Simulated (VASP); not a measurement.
A run of VASP 6.6.1:

File INCAR:

```
SYSTEM = Pd
PREC     = Accurate       ! precision mode
ENCUT    = 520            ! plane-wave cutoff, eV
EDIFF    = 1E-6           ! SCF threshold, eV
ISMEAR   = 1              ! smearing method
SIGMA    = 0.3            ! smearing width, eV
LREAL    = .FALSE.        ! projectors in reciprocal space
LASPH    = .TRUE.         ! aspherical terms in the spheres
NELM     = 150            ! most SCF steps
ALGO     = Normal         ! electronic algorithm
ISIF     = 2              ! what is computed and relaxed
LWAVE    = .FALSE.        ! write WAVECAR
LCHARG   = .FALSE.        ! write CHGCAR
ISPIN    = 2              ! spin polarisation
MAGMOM   = 0.5            ! initial moments
LORBIT   = 11             ! projections on sites
LMAXMIX  = 4              ! l up to which the mixer works
GGA      = CA             ! functional
NBANDS   = 15             ! bands
```

File KPOINTS:

```
Automatic mesh
0
G
  14 14 14
  0 0 0
```

POSCAR

```
Pd
1.0
    0.0000000000      1.9202771092      1.9202771092
    1.9202771092      0.0000000000      1.9202771092
    1.9202771092      1.9202771092      0.0000000000
Pd
1
Direct
    0.0000000000      0.0000000000      0.0000000000
```

Potentials or basis: VASP PAW LDA potentials, release 64 (Pd).

Command:

```sh
$ cat potpaw_LDA.64/Pd/POTCAR > POTCAR
$ mpirun -np 1 vasp_std > vasp.out
```

Hardware: 1 thread of Intel(R) Xeon(R) Platinum 8488C (Sapphire Rapids) (shared host).

Problem. Estimate the wall time of this run.

Solution. Run time: 29 s on 1 thread of Intel(R) Xeon(R) Platinum 8488C (Sapphire Rapids) (shared host), peak memory 0.14 GiB. Counts: scf iterations 14, k points 104.
